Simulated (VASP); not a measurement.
# Al16HC in VASP: a series of runs

The runs below take Al16HC through single point, with PBE.

Everything below comes from runs of VASP 6.6.1. Logs are shortened: lines on timing, memory, paths and dates and some standing lists are left out, and cuts for length are marked.

## (1) The cell of the first run

The cell holds a slab with vacuum, 18 atoms: a = 5.728 Å, b = 5.728 Å, c = 20.075 Å, α = 90.00°, β = 90.00°, γ = 90.00°.

## (2) Single point, PBE

The input, INCAR:

```
SYSTEM = Al16HC
ALGO = Normal
EDIFF = 1E-7
ENCUT = 520
GGA = PE
ISIF = 2
ISMEAR = -1
LASPH = .True.
LCHARG = .False.
LREAL = Auto
LWAVE = .False.
NBANDS = 42
NELM = 60
PREC = Accurate
SIGMA = 0.1
```

The input, KPOINTS:

```
k-points
0
Gamma
  2 2 1
  0 0 0
```

The input, POSCAR:

```
Al16HC
1.0
    5.7275650000      0.0000000000      0.0000000000
    0.0000000000      5.7275650000      0.0000000000
    0.0000000000      0.0000000000     20.0750000000
Al C H
16 1 1
Direct
    0.2500015277      0.2500015277      0.0498132005
    0.7500045831      0.2500015277      0.0498132005
    0.2500015277      0.7500045831      0.0498132005
    0.7500045831      0.7500045831      0.0498132005
   -0.0009602685     -0.0020602123      0.1554869240
    0.5002474874     -0.0002968103      0.1567023661
   -0.0038061550      0.5036171567      0.1546052304
    0.5026219694      0.5012426747      0.1559252802
    0.2487619084      0.2535457913      0.2465454545
    0.7509648516      0.2541743306      0.2528019925
    0.2405385186      0.7485030724      0.2531955168
    0.7529901450      0.7483284782      0.2521843088
    0.0024966980     -0.0270621110      0.3614445828
    0.4411822476      0.0646522562      0.3495491905
    0.1082309847      0.4063157729      0.3556762142
    0.5071265014      0.4746868870      0.3653599004
    0.7061814226      0.8122125196      0.3446575342
    0.7174602121      0.7705019498      0.3980373599
```

Potentials or basis: VASP PAW PBE potentials, release 64 (Al, C, H).

Launch:

```sh
cat potpaw_PBE.64/Al/POTCAR potpaw_PBE.64/C/POTCAR potpaw_PBE.64/H/POTCAR > POTCAR
mpirun -np 1 vasp_std > vasp.out
```

OUTCAR:

```text
SYSTEM = Al16HC
   EDIFF = 1E-7
   ENCUT = 520
   GGA = PE
   ISIF = 2
   ISMEAR = -1
   LASPH = .True.
   LREAL = Auto
   NELM = 60
   PREC = Accurate

 ion  position               nearest neighbor table
   1  0.250  0.250  0.050-   2 2.86   3 2.86   2 2.86   3 2.86   7 2.94   5 2.94   8 2.95   6 2.95

   2  0.750  0.250  0.050-   1 2.86   4 2.86   4 2.86   1 2.86   7 2.92   8 2.94   5 2.94   6 2.95

   3  0.250  0.750  0.050-   1 2.86   4 2.86   4 2.86   1 2.86   7 2.92   5 2.93   8 2.94   6 2.95
[... 8 lines left out ...]
                             8 2.90   2 2.92   3 2.92   1 2.94
   8  0.503  0.501  0.156-   9 2.73  12 2.79  10 2.79   7 2.83  11 2.84   6 2.86   6 2.87   7 2.90
                             4 2.93   2 2.94   3 2.94   1 2.95
   9  0.249  0.254  0.247-  15 2.49  14 2.58   8 2.73   6 2.73   5 2.74   7 2.75  11 2.84  10 2.85
                            10 2.88  11 2.90  16 3.08  13 3.15
  10  0.751  0.254  0.253-   8 2.79   7 2.81   6 2.81   5 2.83  12 2.83  14 2.85   9 2.85   9 2.88
                            12 2.90  16 2.94  15 3.04  13 3.07
  11  0.241  0.749  0.253-  12 2.79   5 2.79   7 2.80   6 2.83   9 2.84   8 2.84  13 2.87  14 2.89
                             9 2.90  12 2.94  15 2.94  16 3.14
  12  0.753  0.748  0.252-  17 1.91   7 2.78   8 2.79   5 2.79  11 2.79   6 2.80  10 2.83  10 2.90
                            13 2.92  11 2.94  16 3.10  14 3.21
  13  0.002  0.973  0.361-  17 1.96  15 2.56  14 2.58  11 2.87  12 2.92  10 3.07   9 3.15  14 3.27
                            15 3.30
  14  0.441  0.065  0.350-  17 2.10  16 2.40  13 2.58   9 2.58  15 2.74  10 2.85  11 2.89  12 3.21
                            13 3.27
  15  0.108  0.406  0.356-  16 2.33   9 2.49  13 2.56  14 2.74  11 2.94  10 3.04  13 3.30
  16  0.507  0.475  0.365-  17 2.28  15 2.33  14 2.40  10 2.94   9 3.08  12 3.10  11 3.14
  17  0.706  0.812  0.345-  18 1.10  12 1.91  13 1.96  14 2.10  16 2.28
  18  0.717  0.771  0.398-  17 1.10

  LATTYP: Found a simple tetragonal cell.
 ALAT       =     5.7275650000
 C/A-ratio  =     3.5049798649

  Lattice vectors:

 A1 = (   5.7275650000,   0.0000000000,   0.0000000000)
 A2 = (   0.0000000000,   5.7275650000,   0.0000000000)
 A3 = (   0.0000000000,   0.0000000000,  20.0750000000)

Analysis of symmetry for initial positions (statically):
=====================================================================
 Subroutine PRICEL returns:
 Original cell was already a primitive cell.

 Routine SETGRP: Setting up the symmetry group for a
 simple tetragonal supercell.

 Subroutine GETGRP returns: Found  1 space group operations
 (whereof  1 operations were pure point group operations)
 out of a pool of 16 trial point group operations.

[... 133 lines left out ...]
   POTIM  = 0.5000    time-step for ionic-motion
   TEBEG  =    0.0;   TEEND  =   0.0 temperature during run
   PSTRESS=    0.0 pullay stress
   NELECT =      53.0000    total number of electrons
   NUPDOWN=      -1.0000    fix difference up-down
   EMIN   =  10.00;   EMAX   =-10.00  energy-range for DOS
   EFERMI =   0.00;   METHOD = LEGACY
   ISMEAR =    -1;   SIGMA  =   0.10  broadening in eV -4-tet -1-fermi 0-gaus
   EFERMI_NEDOS =   21; number of points for ismear=-14 and -15
   IALGO  =     38    algorithm
   IMIX   =      4    mixing-type and parameters
     AMIX     =   0.40;   BMIX     =  1.00
     AMIX_MAG =   1.60;   BMIX_MAG =  1.00
  volume/ion in A,a.u.               =      36.59       246.90
  Fermi-wavevector in a.u.,A,eV,Ry     =   0.706808  1.335674  6.797169  0.499578
  Thomas-Fermi vector in A             =   1.792688
   LORBIT       =      0    0 simple, 1 ext, 2 COOP (PROOUT), +10 PAW based schemes
   GGA     = PE    functional components
   LHFCALC =     F    Hartree Fock is set to
   AEXX    =    0.0000 exact exchange contribution
   IVDW    =     0    specifies the selected vdW correction
   LEPSILON=     F    determine dielectric tensor
   LRPA    =     F    only Hartree local field effects (RPA)
 non-spin polarized calculation
  energy-cutoff  :      520.00
  volume of cell :      658.56
 maximum number of plane-waves:     17770
 NGX is ok and might be reduce to    48
   NGX = 21   NGY = 21   NGZ = 75

 number of electron      53.0000000 magnetization

 Free energy of the ion-electron system (eV)
  ---------------------------------------------------
  ext. energy  EPLUGINS =         0.00000000
  ---------------------------------------------------
  free energy    TOTEN  =       -65.18456274 eV

  energy without entropy =      -64.89774341  energy(sigma->0) =      -65.04115308

 E-fermi :   1.0024     XC(G=0):  -5.1974

 val. band max:        0.9976472315   @ k =   0.0000   0.0000   0.0000
 cond. band min:       1.0673704726   @ k =   0.0000   0.0000   0.0000
 fundamental gap:      0.0697232410
 Fermi energy:         1.0024058196

 k-point     1 :       0.0000    0.0000    0.0000
  band No.  band energies     occupation
      1     -12.5221      2.00000
      2      -9.4795      2.00000
      3      -8.0759      2.00000
      4      -6.7471      2.00000
      5      -5.9970      2.00000
      6      -5.5765      2.00000
[... 153 lines left out ...]
     37       3.2529      0.00000
     38       3.2863      0.00000
 [bands above 38 left out]

------------------------ aborting loop because EDIFF is reached ----------------------------------------

  FORCE on cell =-STRESS in cart. coord.  units (eV):
  Direction    XX          YY          ZZ          XY          YZ          ZX
  --------------------------------------------------------------------------------------
  -------------------------------------------------------------------------------------
  Total        4.8605296      2.8960686      0.5413320      2.5205520      1.9129582     -0.1188132
  in kB       11.8249297      7.0456947      1.3169784      6.1321199      4.6539365     -0.2890544
  external PRESSURE =       6.7292010 kB  Pullay stress =       0.0000000 kB

 VOLUME and BASIS-vectors are now :
 -----------------------------------------------------------------------------
  energy-cutoff  :      520.00
  volume of cell :      658.56
      direct lattice vectors                 reciprocal lattice vectors
     5.727565000  0.000000000  0.000000000     0.174594265  0.000000000  0.000000000
     0.000000000  5.727565000  0.000000000     0.000000000  0.174594265  0.000000000
     0.000000000  0.000000000 20.075000000     0.000000000  0.000000000  0.049813200

 POSITION                                       TOTAL-FORCE (eV/Angst)
 -----------------------------------------------------------------------------------
      1.43190      1.43190      1.00000         0.128149     -0.087705      0.144648
      4.29570      1.43190      1.00000        -0.103992     -0.124325      0.180210
      1.43190      4.29570      1.00000         0.065576      0.003806      0.167060
      4.29570      4.29570      1.00000        -0.008361      0.016394      0.082255
      5.72206      5.71577      3.12140         0.029838      0.078180      0.133549
      2.86520      5.72586      3.14580        -0.101214      0.045584      0.235772
[... 10 lines left out ...]
      4.04470      4.65200      6.91900        -1.788014      0.188560      1.328296
      4.10930      4.41310      7.99060         0.022837     -0.382541      0.327542
 -----------------------------------------------------------------------------------
    total drift:                               -0.006201      0.004796      0.004721

  FREE ENERGIE OF THE ION-ELECTRON SYSTEM (eV)
  ---------------------------------------------------
  free  energy   TOTEN  =       -65.1845627417 eV

  energy  without entropy=      -64.8977434097  energy(sigma->0) =      -65.04115308
```

OSZICAR:

```text
N       E                     dE             d eps       ncg     rms          rms(c)
DAV:   1     0.176595026646E+03    0.17660E+03   -0.16688E+04   336   0.916E+02
DAV:   2    -0.489476409889E+02   -0.22554E+03   -0.21441E+03   446   0.160E+02
DAV:   3    -0.708819750574E+02   -0.21934E+02   -0.21366E+02   520   0.439E+01
[... 19 lines left out ...]
DAV:  23    -0.651845613794E+02   -0.16868E-05   -0.11990E-07   344   0.108E-03    0.437E-04
DAV:  24    -0.651845623656E+02   -0.98622E-06   -0.68448E-08   328   0.677E-04    0.118E-04
DAV:  25    -0.651845625642E+02   -0.19861E-06   -0.15545E-08   256   0.394E-04    0.560E-05
DAV:  26    -0.651845627120E+02   -0.14780E-06   -0.24503E-08   272   0.335E-04    0.858E-05
DAV:  27    -0.651845627417E+02   -0.29645E-07   -0.26309E-09   238   0.172E-04
   1 F= -.65184563E+02 E0= -.65041153E+02  d E =-.286819E+00
```

It took 12 min on 1 thread of AMD EPYC 7R13 (Zen 3), shared host; peak memory 0.65 GiB.

Results:

```yaml
Free_energy: -65.1846 eV
Largest_force: 3.281 eV/Å
```

Forces in eV/Å, atoms in the order of the input:
```
Al   0.128 -0.088  0.145
Al  -0.104 -0.124  0.180
Al   0.066  0.004  0.167
Al  -0.008  0.016  0.082
Al   0.030  0.078  0.134
Al  -0.101  0.046  0.236
Al   0.035 -0.038  0.120
Al  -0.057  0.017  0.140
Al   0.171 -0.265 -1.342
Al   0.099  0.231 -0.394
Al   0.083  0.004 -0.425
Al   0.050 -0.390 -1.006
Al   0.523 -0.124 -0.331
Al   0.845 -1.976  0.086
Al  -2.568  0.810  0.961
Al   2.575  1.993 -0.408
C   -1.788  0.189  1.328
H    0.023 -0.383  0.328
```

Levels at points of the mesh, in eV from the Fermi level:
```tsv
k point	band 23	band 24	band 25	band 26	band 27	band 28	band 29	band 30
(0.00, 0.00, 0.00)	-1.75	-1.01	-0.75	-0.37	-0.20	-0.10	0.00	0.06
(0.50, 0.00, 0.00)	-1.44	-0.89	-0.50	-0.41	0.34	0.58	0.61	0.87
(0.00, 0.50, 0.00)	-1.44	-0.87	-0.52	-0.38	0.39	0.55	0.59	0.90
(0.50, 0.50, 0.00)	-0.32	-0.17	-0.11	-0.05	0.07	0.60	0.71	1.06
```

Caveat: the k points lie up to 0.55 Å⁻¹ apart.

(Continued in part 2 of 2.)
